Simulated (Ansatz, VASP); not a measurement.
One calculation of CaO, two programs

```
CELL_PARAMETERS angstrom
0.00000 2.35400 2.35400
2.35400 0.00000 2.35400
2.35400 2.35400 0.00000
ATOMIC_POSITIONS crystal
Ca 0.00000 0.00000 0.00000
O 0.50000 0.50000 0.50000
```

Alike in both runs: task relaxation of cell and atoms; functional LDA; k mesh 8 × 8 × 8; occupations gaussian, width 0.02 eV; no spin polarisation.

|  | VASP | Ansatz |
| --- | --- | --- |
| version | VASP 6.6.1 | Ansatz 0.2.0 |
| potentials or method | VASP PAW LDA potentials, release 64 (Ca_sv, O), cutoff 600 eV | scalar-relativistic, plane waves, PAW |
| valence electrons in the cell | 16 | 16 |

```tsv
	VASP	Ansatz	Ansatz less VASP
gap on the k mesh at the Fermi level, each at its own relaxed structure (eV)	3.43	3.45	+0.025
relaxed volume (Å³/atom)	13.13	13.04	-0.083
relaxed cell length with the largest relative difference (Å)	3.336	3.329	-0.0070
```

LDA's correlation is that of Perdew and Zunger in VASP and of Perdew and Wang (1992) in Ansatz.
